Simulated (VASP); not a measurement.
# WC (P-6m2) in VASP: notebook, part 2 of 4

VASP 6.6.1.

## 3. Electric field gradients, PBEsol (volume scaled by 0.97)

INCAR reads:

```
  PREC = Accurate
  ENCUT = 520
  EDIFF = 1E-8
  ISMEAR = -1
  SIGMA = 0.05
  LREAL = False
  LASPH = True
  NELM = 100
  ALGO = Normal
  ISIF = 2
  LWAVE = False
  LCHARG = False
  GGA = PS
  LEFG = True
  NBANDS = 16
```

KPOINTS reads:

```
Automatic mesh
0
Gamma
  13 13 12
```

POSCAR reads:

```
WC
1.0
    2.8712014385      0.0000000000      0.0000000000
   -1.4356007192      2.4865333851      0.0000000000
    0.0000000000      0.0000000000      2.8004222886
W C
1 1
Direct
    0.0000000000      0.0000000000      0.0000000000
    0.6666666667      0.3333333333      0.5000000000
```

Potentials or basis: VASP PAW PBE potentials, release 64 (W_sv, C).

Command:

```sh
$ cat potpaw_PBE.64/W_sv/POTCAR potpaw_PBE.64/C/POTCAR > POTCAR
$ mpirun -np 1 vasp_std > vasp.out
```

OUTCAR:

```text
PREC = Accurate
   ENCUT = 520
   EDIFF = 1E-8
   ISMEAR = -1
   LREAL = False
   LASPH = True
   NELM = 100
   ISIF = 2
   GGA = PS

 ion  position               nearest neighbor table
   1  0.000  0.000  0.000-   2 2.17   2 2.17   2 2.17   2 2.17   2 2.17   2 2.17
   2  0.667  0.333  0.500-   1 2.17   1 2.17   1 2.17   1 2.17   1 2.17   1 2.17

  LATTYP: Found a hexagonal cell.
 ALAT       =     2.8712014385
 C/A-ratio  =     0.9753485949

  Lattice vectors:

 A1 = (   2.8712014385,   0.0000000000,   0.0000000000)
 A2 = (  -1.4356007192,   2.4865333851,   0.0000000000)
 A3 = (   0.0000000000,   0.0000000000,   2.8004222886)

Analysis of symmetry for initial positions (statically):
=====================================================================
 Subroutine PRICEL returns:
 Original cell was already a primitive cell.

 Routine SETGRP: Setting up the symmetry group for a
 hexagonal supercell.

 Subroutine GETGRP returns: Found 12 space group operations
 (whereof 12 operations were pure point group operations)
 out of a pool of 24 trial point group operations.

The static configuration has the point symmetry D_3h.

Analysis of symmetry for dynamics (positions and initial velocities):
=====================================================================
 Subroutine PRICEL returns:
 Original cell was already a primitive cell.

 Routine SETGRP: Setting up the symmetry group for a
 hexagonal supercell.

 Subroutine GETGRP returns: Found 12 space group operations
 (whereof 12 operations were pure point group operations)
 out of a pool of 24 trial point group operations.

[... 151 lines left out ...]
 cond. band min:      11.5025322412   @ k =   0.4615   0.0769   0.4167
 fundamental gap:      0.0404714760
 Fermi energy:        11.4909157477

 k-point     1 :       0.0000    0.0000    0.0000
  band No.  band energies     occupation
      1     -62.3802      2.00000
      2     -26.3649      2.00000
      3     -26.2513      2.00000
      4     -26.2513      2.00000
      5      -3.2441      2.00000
      6       6.9252      2.00000
[... 433 lines left out ...]
      3     -26.3954      2.00000
      4     -26.2938      2.00000
      5      -2.4467      2.00000
      6       6.7561      2.00000
[... 8 lines left out ...]
     15      25.3161      0.00000
     16      29.6971      0.00000

 [... further k-points ...]
[... 5 lines left out ...]
  --------------------------------------------------------------------------------------
  -------------------------------------------------------------------------------------
  Total        1.6498975      1.6498975      1.8859976      0.0000000     -0.0000000      0.0000000
  in kB      132.2166200    132.2166200    151.1368005      0.0000000     -0.0000000      0.0000000
  external PRESSURE =     138.5233469 kB  Pullay stress =       0.0000000 kB

 VOLUME and BASIS-vectors are now :
 -----------------------------------------------------------------------------
  energy-cutoff  :      520.00
  volume of cell :       19.99
      direct lattice vectors                 reciprocal lattice vectors
     2.871201438  0.000000000  0.000000000     0.348286256  0.201083164  0.000000000
    -1.435600719  2.486533385  0.000000000     0.000000000  0.402166328  0.000000000
     0.000000000  0.000000000  2.800422289     0.000000000  0.000000000  0.357089002

 POSITION                                       TOTAL-FORCE (eV/Angst)
 -----------------------------------------------------------------------------------
      0.00000      0.00000      0.00000         0.000000     -0.000000      0.000000
      1.43560      0.82884      1.40021         0.000000      0.000000      0.000000
 -----------------------------------------------------------------------------------
    total drift:                                0.000000     -0.000000      0.000000

  FREE ENERGIE OF THE ION-ELECTRON SYSTEM (eV)
  ---------------------------------------------------
  free  energy   TOTEN  =       -23.8743407531 eV

  energy  without entropy=      -23.8718929801  energy(sigma->0) =      -23.87311687

 Electric field gradients (V/A^2)
---------------------------------------------------------------------
 ion       V_xx      V_yy      V_zz      V_xy      V_xz      V_yz
---------------------------------------------------------------------
   1      80.111    80.111  -160.223     0.000     0.000     0.000
   2      -0.195    -0.194     0.389     0.000     0.000    -0.000
---------------------------------------------------------------------

 Electric field gradients after diagonalization (V/A^2)
 (convention: |V_zz| > |V_xx| > |V_yy|)
----------------------------------------------------------------------
 ion       V_xx      V_yy      V_zz     asymmetry (V_yy - V_xx)/ V_zz
----------------------------------------------------------------------
   1      80.111    80.111  -160.223       0.000
   2      -0.195    -0.194     0.389       0.002
----------------------------------------------------------------------

           NMR quadrupolar parameters

 Cq : quadrupolar parameter    Cq=e*Q*V_zz/h
 eta: asymmetry parameters     (V_yy - V_xx)/ V_zz
 Q  : nuclear electric quadrupole moment in mb (millibarn)
----------------------------------------------------------------------
 ion       Cq(MHz)       eta       Q (mb)
----------------------------------------------------------------------
   1      -0.387       0.000       1.000
   2       0.001       0.002       1.000
----------------------------------------------------------------------
```

OSZICAR:

```text
N       E                     dE             d eps       ncg     rms          rms(c)
DAV:   1     0.106664346848E+03    0.10666E+03   -0.93256E+03  4704   0.126E+03
DAV:   2    -0.236773807661E+02   -0.13034E+03   -0.12610E+03  5624   0.336E+02
DAV:   3    -0.267574093029E+02   -0.30800E+01   -0.30689E+01  5200   0.492E+01
DAV:   4    -0.267731232878E+02   -0.15714E-01   -0.15713E-01  6160   0.390E+00
DAV:   5    -0.267732325149E+02   -0.10923E-03   -0.10923E-03  5160   0.309E-01    0.356E+01
DAV:   6    -0.239626825491E+02    0.28105E+01   -0.51456E+00  5712   0.248E+01    0.103E+01
DAV:   7    -0.239065245455E+02    0.56158E-01   -0.35005E-01  4912   0.456E+00    0.677E+00
DAV:   8    -0.238753752877E+02    0.31149E-01   -0.52899E-02  5448   0.182E+00    0.968E-01
DAV:   9    -0.238744583845E+02    0.91690E-03   -0.25432E-03  5160   0.362E-01    0.106E-01
DAV:  10    -0.238743427798E+02    0.11560E-03   -0.26423E-04  5736   0.194E-01    0.483E-02
DAV:  11    -0.238743414662E+02    0.13135E-05   -0.13762E-05  5480   0.351E-02    0.762E-03
DAV:  12    -0.238743408026E+02    0.66358E-06   -0.20495E-06  5152   0.116E-02    0.829E-04
DAV:  13    -0.238743407756E+02    0.27022E-07   -0.89628E-08  5560   0.251E-03    0.334E-04
DAV:  14    -0.238743407564E+02    0.19221E-07   -0.12138E-09  3048   0.337E-04    0.488E-05
DAV:  15    -0.238743407531E+02    0.33224E-08   -0.75761E-11  2560   0.100E-04
   1 F= -.23874341E+02 E0= -.23873117E+02  d E =-.244777E-02
```

Run time: 18 s. Hardware: 1 thread of Intel Xeon 6975P-C (Granite Rapids), shared host; peak memory 0.17 GiB.

What came out:

```yaml
Free_energy: -23.8743 eV
Pressure: 13.9 GPa
Band_gap_on_the_k_mesh: zero (band 9 reaches 12.15 eV, above the bottom of band 10 at 10.83 eV)
```

Electric field gradients, principal values (V/Å²):
```csv
atom,least,middle,greatest (by size)
1 W,80.111,80.111,-160.223
2 C,-0.194,-0.195,0.389
```

Caveat: the cell differs from its parent crystal (volume scaled by 0.97); without QUAD_EFG the Cq values of the log hold for a quadrupole moment of 1 mb, not for the nuclei; the PAW data sets were made with another functional, which shifts forces and pressure a little; spin-orbit coupling is left out, which moves the levels of the heavy elements.

## 4. Electric field gradients, PBEsol

This run uses another cell than the first one, of 10.31 Å³/atom, 1.063 times its volume.

INCAR reads:

```
  ALGO = Normal
  EDIFF = 1E-8
  ENCUT = 520
  GGA = PS
  ISIF = 2
  ISMEAR = -1
  LASPH = True
  LCHARG = False
  LEFG = True
  LREAL = False
  LWAVE = False
  NBANDS = 16
  NELM = 60
  PREC = Accurate
  SIGMA = 0.05
```

KPOINTS reads:

```
k-points
0
Gamma
  13 13 12
```

POSCAR reads:

```
WC
1.0
    2.9005014360      0.0000000000      0.0000000000
   -1.4502507180      2.5119079273      0.0000000000
    0.0000000000      0.0000000000      2.8290000000
W C
1 1
Direct
    0.0000000000      0.0000000000      0.0000000000
    0.6666666667      0.3333333333      0.5000000000
```

Potentials or basis: VASP PAW PBE potentials, release 64 (W_sv, C).

Command:

```sh
$ cat potpaw_PBE.64/W_sv/POTCAR potpaw_PBE.64/C/POTCAR > POTCAR
$ mpirun -np 1 vasp_std > vasp.out
```

OUTCAR:

```text
EDIFF = 1E-8
   ENCUT = 520
   GGA = PS
   ISIF = 2
   ISMEAR = -1
   LASPH = True
   LREAL = False
   NELM = 60
   PREC = Accurate

 ion  position               nearest neighbor table
   1  0.000  0.000  0.000-   2 2.19   2 2.19   2 2.19   2 2.19   2 2.19   2 2.19
   2  0.667  0.333  0.500-   1 2.19   1 2.19   1 2.19   1 2.19   1 2.19   1 2.19

  LATTYP: Found a hexagonal cell.
 ALAT       =     2.9005014360
 C/A-ratio  =     0.9753485949

  Lattice vectors:

 A1 = (   2.9005014360,   0.0000000000,   0.0000000000)
[... 669 lines left out ...]
  ---------------------------------------------------
  free  energy   TOTEN  =       -23.9016587514 eV

  energy  without entropy=      -23.8989087032  energy(sigma->0) =      -23.90028373

 Electric field gradients (V/A^2)
---------------------------------------------------------------------
 ion       V_xx      V_yy      V_zz      V_xy      V_xz      V_yz
---------------------------------------------------------------------
   1      73.647    73.648  -147.295     0.000     0.000     0.000
   2      -0.100    -0.100     0.200     0.000     0.000    -0.000
---------------------------------------------------------------------

 Electric field gradients after diagonalization (V/A^2)
 (convention: |V_zz| > |V_xx| > |V_yy|)
----------------------------------------------------------------------
 ion       V_xx      V_yy      V_zz     asymmetry (V_yy - V_xx)/ V_zz
----------------------------------------------------------------------
   1      73.648    73.647  -147.295       0.000
   2      -0.100    -0.100     0.200       0.004
----------------------------------------------------------------------

           NMR quadrupolar parameters

 Cq : quadrupolar parameter    Cq=e*Q*V_zz/h
 eta: asymmetry parameters     (V_yy - V_xx)/ V_zz
 Q  : nuclear electric quadrupole moment in mb (millibarn)
----------------------------------------------------------------------
 ion       Cq(MHz)       eta       Q (mb)
----------------------------------------------------------------------
   1      -0.356       0.000       1.000
   2       0.000       0.004       1.000
----------------------------------------------------------------------
```

OSZICAR:

```text
N       E                     dE             d eps       ncg     rms          rms(c)
DAV:   1     0.107643114509E+03    0.10764E+03   -0.93591E+03  4712   0.126E+03
DAV:   2    -0.236001454647E+02   -0.13124E+03   -0.12675E+03  5496   0.334E+02
DAV:   3    -0.267915598404E+02   -0.31914E+01   -0.31806E+01  5304   0.495E+01
DAV:   4    -0.268081967725E+02   -0.16637E-01   -0.16636E-01  5968   0.403E+00
DAV:   5    -0.268083164545E+02   -0.11968E-03   -0.11968E-03  5400   0.325E-01    0.335E+01
DAV:   6    -0.240004755237E+02    0.28078E+01   -0.52906E+00  5736   0.249E+01    0.932E+00
DAV:   7    -0.239350492089E+02    0.65426E-01   -0.36951E-01  4920   0.469E+00    0.636E+00
DAV:   8    -0.239027266743E+02    0.32323E-01   -0.62885E-02  5400   0.202E+00    0.921E-01
DAV:   9    -0.239018099105E+02    0.91676E-03   -0.26479E-03  5184   0.392E-01    0.115E-01
DAV:  10    -0.239016599200E+02    0.14999E-03   -0.28424E-04  5864   0.201E-01    0.468E-02
DAV:  11    -0.239016594914E+02    0.42861E-06   -0.13718E-05  5336   0.350E-02    0.814E-03
DAV:  12    -0.239016588072E+02    0.68428E-06   -0.21951E-06  5240   0.119E-02    0.883E-04
DAV:  13    -0.239016587722E+02    0.34926E-07   -0.10596E-07  5512   0.271E-03    0.336E-04
DAV:  14    -0.239016587541E+02    0.18126E-07   -0.15561E-09  3168   0.381E-04    0.410E-05
DAV:  15    -0.239016587514E+02    0.26953E-08   -0.94676E-11  2512   0.111E-04
   1 F= -.23901659E+02 E0= -.23900284E+02  d E =-.275005E-02
```

stdout:

```text
POSCAR found type information on POSCAR W C
 POSCAR found :  2 types and       2 ions
 scaLAPACK will be used
 -----------------------------------------------------------------------------
|                                                                             |
|                                                                             |
|     You enforced a specific xc type in the INCAR file but a different       |
|     I HOPE YOU KNOW WHAT YOU ARE DOING!                                     |
|                                                                             |
 -----------------------------------------------------------------------------

 LDA part: xc-table for (Slater+PW92), standard interpolation
 POSCAR, INCAR and KPOINTS ok, starting setup
 FFT: planning ... GRIDC
 FFT: planning ... GRID_SOFT
 FFT: planning ... GRID
 WAVECAR not read
 entering main loop
ion   1

ion   2
```

It took 19 s on 1 thread of Intel Xeon 6975P-C (Granite Rapids), shared host; peak memory 0.17 GiB.

What came out:

* Free energy: -23.9017 eV
* Pressure: 0.5 GPa
* Band gap on the k mesh: zero (band 9 reaches 11.70 eV, above the bottom of band 10 at 10.43 eV)

Stress tensor (GPa, compression positive):
```
0.50 0.00 0.00
0.00 0.50 0.00
0.00 0.00 0.39
```

Electric field gradients, principal values (V/Å²):
| atom | least | middle | greatest (by size) |
| --- | --- | --- | --- |
| 1 W | 73.647 | 73.648 | -147.295 |
| 2 C | -0.100 | -0.100 | 0.200 |

Caveat: without QUAD_EFG the Cq values of the log hold for a quadrupole moment of 1 mb, not for the nuclei; the PAW data sets were made with another functional, which shifts forces and pressure a little; spin-orbit coupling is left out, which moves the levels of the heavy elements.

[end of part 2 of 4]
